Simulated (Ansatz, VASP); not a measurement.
AgB2: VASP beside Ansatz

```
CELL_PARAMETERS angstrom
3.02087 0.00000 0.00000
-1.51043 2.61615 0.00000
0.00000 0.00000 4.06275
ATOMIC_POSITIONS crystal
Ag 0.00000 0.00000 0.00000
B 0.33333 0.66667 0.50000
B 0.66667 0.33333 0.50000
```

Alike in both runs: functional PBE; k mesh 10 × 10 × 6; occupations gaussian, width 0.05 eV; no spin polarisation.

Ansatz relaxed the structure, and its values are those at the end. VASP's run is a single point on that final structure, the one shown.

```csv
,VASP,Ansatz
version,VASP 6.6.1,Ansatz 0.2.0
potentials or method,"VASP PAW PBE potentials, release 64 (Ag, B), cutoff 520 eV","scalar-relativistic, plane waves, PAW"
valence electrons in the cell,17,25
```

Ansatz gave:

| Quantity | Value |
| --- | --- |
| gap on the k mesh at the Fermi level (eV) | none |
| pressure (GPa) | 0.0 |

Question: Which values does VASP return?

Answer: gap on the k mesh at the Fermi level (eV): none; pressure (GPa): -0.1.

A gap of «none» marks a metal or a gap that the smearing closes. VASP's potentials hold 17 valence electrons a cell and Ansatz's 25, so a difference there can come from the potentials and not from the codes.
